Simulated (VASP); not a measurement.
Crystal: RbBr.

```
CELL_PARAMETERS angstrom
0.00000 3.86950 3.86950
3.86950 0.00000 3.86950
3.86950 3.86950 0.00000
ATOMIC_POSITIONS crystal
Rb 0.00000 0.00000 0.00000
Br 0.25000 0.25000 0.25000
```

Base run:

* Program: VASP 6.6.1
* Functional: PBEsol
* Potentials or basis: VASP PAW PBE potentials, release 64 (Rb_sv, Br)
* Cutoff: 500 eV
* k mesh: 4 × 4 × 4, shifted
* Occupations: gaussian, width 0.01 eV
* Spin: no spin polarisation

Its results: band gap on the k mesh 4.35 eV, indirect (least direct gap 4.43 eV); pressure -0.3 GPa.

**Question.** The run is repeated on the same cell with these changes: k mesh from 4 × 4 × 4, shifted to 4 × 4 × 4. What comes out?

**Answer.** Band gap on the k mesh 4.12 eV, indirect (least direct gap 4.21 eV); pressure -0.3 GPa.

Caveats: the PAW data sets were made with another functional, which shifts forces and pressure a little.

A k mesh can miss the band edges.
